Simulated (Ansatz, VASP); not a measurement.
**Two plane-wave programs on HfO2**

```xyz
3
Lattice="3.5871 0.0000 0.0000 1.7935 3.1065 0.0000 1.7935 1.0355 2.9288" Properties=species:S:1:pos:R:3 pbc="T T T"
Hf    0.0000    0.0000    0.0000
O     1.7935    1.0355    0.7322
O     5.3806    3.1065    2.1966
```

Alike in both runs: functional PBE; dispersion D3(BJ); k mesh 6 × 6 × 6; no spin polarisation.

Ansatz relaxed the structure, and its values are those at the end. VASP's run is a single point on that final structure, the one shown.

|  | VASP | Ansatz |
| --- | --- | --- |
| version | VASP 6.6.1 | Ansatz 0.2.0 |
| potentials or method | VASP PAW PBE potentials, release 64 (Hf_pv, O) | plane waves, PAW |
| plane-wave cutoff (eV) | 520 | 420 |
| occupations | gaussian, width 0.01 eV | fixed |
| valence electrons in the cell | 22 | 38 |

Ansatz gave:

| Quantity | Value |
| --- | --- |
| pressure (GPa) | 0.0 |

Q: What did VASP give for the same quantities?

A: Pressure (GPa): -3.8.

VASP's potentials hold 22 valence electrons a cell and Ansatz's 38, so a difference there can come from the potentials and not from the codes.

Spin-orbit coupling is off throughout.
